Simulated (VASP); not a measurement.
Write the native input for VASP 6.6.1 that does the following.

| Quantity | Value |
| --- | --- |
| Task | single point |
| Functional | LDA |
| Potentials or basis | VASP PAW LDA potentials, release 64 (Ir) |
| Cutoff | 500 eV |
| k mesh | 9 × 9 × 18 |
| Occupations | gaussian, width 0.1 eV |
| Spin | no spin polarisation |
| Dipole correction | no |
| Further INCAR settings | ALGO = Normal; EDIFF = 1e-06; NBANDS = 16 |

The structure of Ir lies in POSCAR:

```
Ir
1.0
    3.8197500149      0.0000000000      0.0000000001
    0.0000000000      3.8197500149      0.0000000000
   -1.9098750075      0.0000000000      1.9018307523
Ir
2
Direct
    0.0000000000      0.0000000000      0.0000000000
    0.5000000000      0.5000000000      0.0000000000
```

One way to write it, as run:

INCAR

```
PREC = Accurate
ENCUT = 500
EDIFF = 1E-6
ISMEAR = 0
SIGMA = 0.1
LREAL = F
LASPH = T
NELM = 120
ALGO = Normal
ISIF = 2
LWAVE = F
LCHARG = F
NBANDS = 16
GGA_COMPAT = F
```

KPOINTS

```
regular mesh
0
Gamma
  9 9 18
```

Potentials or basis: VASP PAW LDA potentials, release 64 (Ir).

Run with:

```sh
$ cat potpaw_LDA.64/Ir/POTCAR > POTCAR
$ mpirun -np 1 vasp_std > vasp.out
```

It gave:

```yaml
Pressure: 1.4 GPa
Band_gap_on_the_k_mesh: zero (band 9 reaches 12.20 eV, above the bottom of band 10 at 9.15 eV)
```

Caveat: spin-orbit coupling is left out, which moves the levels of the heavy elements.

Run time: 36 s on 1 thread of Intel(R) Xeon(R) Platinum 8481C CPU @ 2.70GHz (Sapphire Rapids), with other jobs on the host, peak memory 0.2 GiB.
